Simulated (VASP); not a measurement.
Zn:

```
Zn
1.0
     0.00000    2.00331    2.00331
     2.00331    0.00000    2.00331
     2.00331    2.00331    0.00000
Zn
1
Cartesian
  0.0000 0.0000 0.0000
```

This cell differs from its parent crystal: volume scaled by 1.06.

Base run:

| Item | Value |
| --- | --- |
| Program | VASP 6.6.1 |
| Functional | PBEsol |
| Potentials or basis | VASP PAW PBE potentials, release 64 (Zn) |
| Cutoff | 520 eV |
| k mesh | 12 × 12 × 12 |
| Occupations | fermi-dirac, width 0.05 eV |
| Spin | no spin polarisation |

Its results: band gap on the k mesh zero (band 6 reaches 4.72 eV, above the bottom of band 7 at 1.04 eV); pressure -7.7 GPa.

Problem. After a change of settings the same cell gave: band gap on the k mesh zero (band 6 reaches 3.56 eV, above the bottom of band 7 at 0.77 eV); pressure -4.6 GPa. Which change was it?
A. functional from PBEsol to LDA; potentials or basis from VASP PAW PBE potentials, release 64 (Zn) to VASP PAW LDA potentials, release 64 (Zn)
B. functional from PBEsol to PBE0; k mesh from 12 × 12 × 12 to 6 × 6 × 6
C. functional from PBEsol to r2SCAN

Solution. B.

Caveats: some runs use coarse meshes; the PAW data sets were made with another functional, which shifts forces and pressure a little.
